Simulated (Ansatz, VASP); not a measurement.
# AlGaN2: VASP beside Ansatz

The input POSCAR:

```
AlGaN2
1.0
    3.2954527410      0.0000000000      0.0000000000
    0.0000000000      3.2954527410      0.0000000000
    0.0000000000      0.0000000000      4.3117978094
Al Ga N
1 1 2
Direct
    0.5000000000      0.5000000000      0.5000000000
    0.0000000000      0.0000000000      0.0000000000
    0.5000000000      0.0000000000      0.7390831705
    0.0000000000      0.5000000000      0.2609168295
```

Contents of INCAR.step1:

```
PREC = Accurate
ENCUT = 520
ISMEAR = 0
SIGMA = 0.05
LREAL = False
LASPH = True
NELM = 60
NBANDS = 21
GGA = PE
ALGO = Normal
EDIFF = 1E-4
LWAVE = True
LCHARG = False
```

INCAR.step2

```
PREC = Accurate
ENCUT = 520
EDIFF = 1E-6
ISMEAR = 0
SIGMA = 0.05
LREAL = False
LASPH = True
NELM = 60
ALGO = Normal
ISIF = 2
LWAVE = False
LCHARG = True
METAGGA = R2SCAN
LMIXTAU = True
LELF = True
LVHAR = True
NBANDS = 21
ISTART = 1
```

File KPOINTS:

```
regular mesh
0
Gamma
  8 8 6
```

Input for Ansatz:

```yaml
crystal:
  lattice:
    - [3.295452741, 0.0, 0.0]
    - [0.0, 3.295452741, 0.0]
    - [0.0, 0.0, 4.3117978094]
  atoms:
    - { symbol: Al, position: [0.5, 0.5, 0.5] }
    - { symbol: Ga, position: [0.0, 0.0, 0.0] }
    - { symbol: "N", position: [0.5, 0.0, 0.7390831705] }
    - { symbol: "N", position: [0.0, 0.5, 0.2609168295] }
basis:
  ecutwfc: 500
kpoints:
  mp_grid: { grid: [8, 8, 6] }
hamiltonian:
  xc: r2scan
scf:
  occupations: { method: gaussian, width: 0.05 }
output:
  forces: true
  stress: true
  eigenvalues: true
```

Change from the starting cell: strain +0.050 along x and y, -0.025 along z, atoms carried along.

Alike in both runs: task single point; functional r2SCAN; k mesh 8 × 8 × 6; occupations gaussian, width 0.05 eV; no spin polarisation.

```csv
,VASP,Ansatz
version,VASP 6.6.1,Ansatz 0.2.0
potentials or method,"VASP PAW PBE potentials, release 64 (Al, Ga_d, N), cutoff 520 eV","scalar-relativistic, plane waves, PAW"
valence electrons in the cell,26,26
```

Ansatz gave:

```
gap on the k mesh at the Fermi level (eV)                     : 2.78
least direct gap on the mesh (eV)                             : 2.78
pressure (GPa)                                                : -13.1
traceless stress, the component that is largest in VASP (GPa) : 6.07
rms of the force components (eV/Å)                            : 0.042
```

Q: Which values does VASP return?

A: gap on the k mesh at the Fermi level (eV): 2.79; least direct gap on the mesh (eV): 2.79; pressure (GPa): -12.8; traceless stress, the component that is largest in VASP (GPa): 6.02; rms of the force components (eV/Å): 0.072.

VASP's potentials were made for PBE, not for r2SCAN. Atom by atom the forces differ by 0.030 eV/Å (rms over components).
